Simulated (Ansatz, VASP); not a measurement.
Rb: VASP beside Ansatz

```xyz
1
Lattice="-2.4992 2.4992 3.6313 2.4992 -2.4992 3.6313 2.4992 2.4992 -3.6313" Properties=species:S:1:pos:R:3 pbc="T T T"
Rb    0.0000    0.0000    0.0000
```

Alike in both runs: task single point; functional LDA; k mesh 14 × 14 × 14; occupations gaussian, width 0.15 eV; no spin polarisation.

```csv
,VASP,Ansatz
version,VASP 6.6.1,Ansatz 0.2.0
potentials or method,"VASP PAW LDA potentials, release 64 (Rb_sv), cutoff 520 eV","scalar-relativistic, plane waves, PAW"
valence electrons in the cell,9,9
```

```csv
,VASP,Ansatz,Ansatz less VASP
gap on the k mesh at the Fermi level (eV),none,none,-
pressure (GPa),-0.4,-0.4,0.00
```

LDA's correlation is that of Perdew and Zunger in VASP and of Perdew and Wang (1992) in Ansatz. A gap of «none» marks a metal or a gap that the smearing closes.
